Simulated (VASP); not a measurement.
# Bi (Pm-3m) in VASP: further runs, part 2 of 2

VASP 6.6.1.

### Step 3. Relaxation of cell and atoms, PBE, target pressure 21 GPa, at which the enthalpy is minimised

This run uses another cell than the first one, of 26.19 Å³/atom.

Input file INCAR:

```
  ALGO = Normal
  EDIFF = 1E-7
  EDIFFG = -0.005
  ENCUT = 600
  GGA = PE
  IBRION = 2
  ISIF = 3
  ISMEAR = -1
  LASPH = T
  LCHARG = F
  LREAL = F
  LWAVE = F
  NELM = 80
  NSW = 60
  PREC = Accurate
  PSTRESS = 210.0
  SIGMA = 0.08
```

Input file KPOINTS:

```
k-points
0
Gamma
  13 13 13
```

Input file POSCAR:

```
Bi
1.0
    2.9696077250      0.0000000000      0.0000000000
    0.0000000000      2.9696077250      0.0000000000
    0.0000000000      0.0000000000      2.9696077250
Bi
1
Direct
    0.0000000000      0.0000000000      0.0000000000
```

Potentials or basis: VASP PAW PBE potentials, release 64 (Bi_d).

Started as:

```console
> cat potpaw_PBE.64/Bi_d/POTCAR > POTCAR
> mpirun -np 1 vasp_std > vasp.out
```

OUTCAR:

```text
EDIFF = 1E-7
   EDIFFG = -0.005
   ENCUT = 600
   GGA = PE
   IBRION = 2
   ISIF = 3
   ISMEAR = -1
   LASPH = T
   LREAL = F
   NELM = 80
   NSW = 60
   PREC = Accurate
   PSTRESS = 210.0

 ion  position               nearest neighbor table
   1  0.000  0.000  0.000-

  LATTYP: Found a simple cubic cell.
 ALAT       =     2.9696077250

  Lattice vectors:

 A1 = (   2.9696077250,   0.0000000000,   0.0000000000)
 A2 = (   0.0000000000,   2.9696077250,   0.0000000000)
 A3 = (   0.0000000000,   0.0000000000,   2.9696077250)

Analysis of symmetry for initial positions (statically):
=====================================================================
 Subroutine PRICEL returns:
 Original cell was already a primitive cell.

 Routine SETGRP: Setting up the symmetry group for a
 simple cubic supercell.

 Subroutine GETGRP returns: Found 48 space group operations
 (whereof 48 operations were pure point group operations)
 out of a pool of 48 trial point group operations.

The static configuration has the point symmetry O_h .

Analysis of symmetry for dynamics (positions and initial velocities):
=====================================================================
 Subroutine PRICEL returns:
 Original cell was already a primitive cell.

 Routine SETGRP: Setting up the symmetry group for a
 simple cubic supercell.
[... 140 lines left out ...]
   NGX = 11   NGY = 11   NGZ = 11

--------------------------------------- Ionic step        1  -------------------------------------------

 number of electron      14.9999996 magnetization

 Free energy of the ion-electron system (eV)
  ---------------------------------------------------
  ext. energy  EPLUGINS =         0.00000000
  ---------------------------------------------------
  free energy    TOTEN  =        -3.28516394 eV

  energy without entropy =       -3.27875642  energy(sigma->0) =       -3.28196018

 E-fermi :  10.3485     XC(G=0): -11.0027

 val. band max:       10.3441743589   @ k =   0.3846   0.3077   0.3077
 cond. band min:      10.5773224215   @ k =   0.1538   0.0000   0.0000
 fundamental gap:      0.2331480626
 Fermi energy:        10.3484556221

 k-point     1 :       0.0000    0.0000    0.0000
  band No.  band energies     occupation
      1     -13.3791      2.00000
      2     -13.3791      2.00000
      3     -12.6274      2.00000
      4     -12.6274      2.00000
      5     -12.6274      2.00000
      6      -5.0412      2.00000
      7      14.0260      0.00000
      8      14.0260      0.00000
      9      14.0260      0.00000
     10      18.1207      0.00000
     11      18.9918      0.00000
[... 432 lines left out ...]
--------------------------------------- Ionic step        4  -------------------------------------------

 number of electron      15.0000009 magnetization

 Free energy of the ion-electron system (eV)
  ---------------------------------------------------
  ext. energy  EPLUGINS =         0.00000000
  ---------------------------------------------------
  free energy    TOTEN  =        -3.45365654 eV

  energy without entropy =       -3.44697688  energy(sigma->0) =       -3.45031671

 E-fermi :   9.6910     XC(G=0): -10.7888

 val. band max:        9.6433297317   @ k =   0.2308   0.2308   0.2308
 cond. band min:       9.6960904149   @ k =   0.3077   0.2308   0.1538
 fundamental gap:      0.0527606833
 Fermi energy:         9.6909770922

 k-point     1 :       0.0000    0.0000    0.0000
  band No.  band energies     occupation
      1     -13.8731      2.00000
      2     -13.8731      2.00000
      3     -13.2100      2.00000
      4     -13.2100      2.00000
      5     -13.2100      2.00000
      6      -5.2847      2.00000
      7      13.3024      0.00000
      8      13.3024      0.00000
      9      13.3024      0.00000
     10      17.2334      0.00000
     11      18.1930      0.00000
[... 354 lines left out ...]
  energy  without entropy=       -3.4469768806  energy(sigma->0) =       -3.45031671

  enthalpy is  TOTEN    =         0.1265735204 eV   P V=        3.5802300608

 reached required accuracy - stopping structural energy minimisation
```

OSZICAR:

```text
N       E                     dE             d eps       ncg     rms          rms(c)
DAV:   1     0.112940732905E+03    0.11294E+03   -0.89529E+03  1863   0.184E+03
DAV:   2     0.223465910701E+01   -0.11071E+03   -0.10772E+03  1893   0.393E+02
DAV:   3    -0.316708619525E+01   -0.54017E+01   -0.53111E+01  2226   0.922E+01
DAV:   4    -0.329240546136E+01   -0.12532E+00   -0.12525E+00  2173   0.145E+01
[... 38 lines left out ...]
DAV:   4    -0.345365475830E+01   -0.14199E-05   -0.39108E-06  2007   0.257E-02    0.225E-03
DAV:   5    -0.345365719948E+01   -0.24412E-05   -0.26045E-06  1920   0.176E-02    0.121E-03
DAV:   6    -0.345365671482E+01    0.48467E-06   -0.19701E-07  1926   0.639E-03    0.293E-04
DAV:   7    -0.345365654384E+01    0.17097E-06   -0.22127E-08   987   0.134E-03    0.747E-05
DAV:   8    -0.345365654034E+01    0.35070E-08   -0.26551E-09   969   0.777E-04
   4 F= 0.12657352E+00 E0= 0.12991335E+00  d E =-.207263E-01
```

Run time: 63 s. Hardware: 1 thread of Intel Xeon 8259CL, shared host; peak memory 0.16 GiB.

What came out:

| Property | Result |
| --- | --- |
| Free energy | -3.4537 eV |
| Relaxed volume | 27.32 Å³/atom |
| Relaxed cell | a = 3.012 Å, b = 3.012 Å, c = 3.012 Å, α = 90.00°, β = 90.00°, γ = 90.00° |
| Space group after relaxing (to 0.1 Å) | Pm-3m (No. 221) |
| Energy change on relaxing (the run minimises the enthalpy) | -168.5 meV/atom |
| Ionic steps | 4 |
| Pressure after relaxing | 21.0 GPa |
| Band gap on the k mesh | zero (an odd number of electrons rules out a gap without spin polarisation) |

Step by step:
```
step  energy change (eV)  largest force (eV/Å)  pressure (GPa)  volume (Å³)
   1              0.0000                0.0000           27.11        26.19
   2             -0.4356                0.0000           10.00        30.16
   3             -0.1736                0.0000           20.80        27.35
   4             -0.1685                0.0000           20.99        27.32
```

Final structure:
```yaml
crystal:
  lattice:
    - [3.01162, 0.00000, 0.00000]
    - [0.00000, 3.01162, 0.00000]
    - [0.00000, 0.00000, 3.01162]
  atoms:
    - { symbol: Bi, position: [0.00000, 0.00000, 0.00000] }
```

Levels at points of the mesh, in eV from the Fermi level:
```
           k point  band 3  band 4  band 5  band 6  band 7  band 8  band 9  band 10  band 11
(0.00, 0.00, 0.00)  -22.90  -22.90  -22.90  -14.98    3.61    3.61    3.61     7.54     8.50
```

Caveat: the cell is relaxed towards a set pressure, so the run minimises the enthalpy, not the energy; spin-orbit coupling is left out, which moves the levels of the heavy elements.

### Step 4. Relaxation of cell and atoms, PBE, target pressure 21 GPa, at which the enthalpy is minimised

Input file INCAR:

```
SYSTEM = Bi
PREC = Accurate
ENCUT = 600
EDIFF = 1E-6
ISMEAR = -1
SIGMA = 0.08
LREAL = .FALSE.
LASPH = .TRUE.
NELM = 80
ALGO = Normal
ISIF = 3
LWAVE = .FALSE.
LCHARG = .FALSE.
GGA = PE
IBRION = 2
NSW = 32
EDIFFG = -0.005
PSTRESS = 210.0
```

Input file KPOINTS:

```
regular mesh
0
G
  13 13 13
  0 0 0
```

Input file POSCAR:

```
Bi
1.0
    3.0117946666      0.0000000000      0.0000000000
    0.0000000000      3.0117946666      0.0000000000
    0.0000000000      0.0000000000      3.0117946666
Bi
1
Direct
    0.0000000000      0.0000000000      0.0000000000
```

Started as:

```console
> cat potpaw_PBE.64/Bi_d/POTCAR > POTCAR
> mpirun -np 1 vasp_std > vasp.out
```

Wall time 14 s (1 thread of Intel Xeon 8259CL, shared host); peak memory 0.16 GiB.

It converged, with:

```
Free energy             : -3.4546 eV
Pressure after relaxing : 21.0 GPa
Band gap on the k mesh  : zero (an odd number of electrons rules out a gap without spin polarisation)
```

Final structure:
```
CELL_PARAMETERS angstrom
3.01179 0.00000 0.00000
0.00000 3.01179 0.00000
0.00000 0.00000 3.01179
ATOMIC_POSITIONS crystal
Bi 0.00000 0.00000 0.00000
```

Levels at points of the mesh, in eV from the Fermi level:
```tsv
k point	band 5	band 6	band 7	band 8	band 9	band 10
(0.00, 0.00, 0.00)	-22.90	-14.97	3.61	3.61	3.61	7.54
```

Caveat: the relaxation stopped at its first step, so nothing moved; the cell is relaxed towards a set pressure, so the run minimises the enthalpy, not the energy; spin-orbit coupling is left out, which moves the levels of the heavy elements.

### Step 5. Overview

```tsv
task	cell	cutoff (eV)	gap on the mesh (eV)	pressure (GPa)
single point	a = 3.012 Å, 1 atom	520	none	20.9
relaxation of cell and atoms	relaxed to 21 GPa from a = 2.970 Å, 1 atom	600	none	21.0
relaxation of cell and atoms	relaxed to 21 GPa from a = 3.012 Å, 1 atom	600	none	21.0
```

Alike in all rows: level PBE; potentials or basis VASP PAW PBE potentials, release 64 (Bi_d); no spin polarisation; k mesh 13 × 13 × 13; smearing fermi-dirac 0.08 eV.

Caveats: spin-orbit coupling is left out, which moves the levels of the heavy elements; the cell is relaxed towards a set pressure, so the run minimises the enthalpy, not the energy (at least some runs); the cell stands under pressure (at least some runs); the relaxation stopped at its first step, so nothing moved (at least some runs).

Total energies depend on the potentials used, so only differences within one code and one set of settings carry meaning.
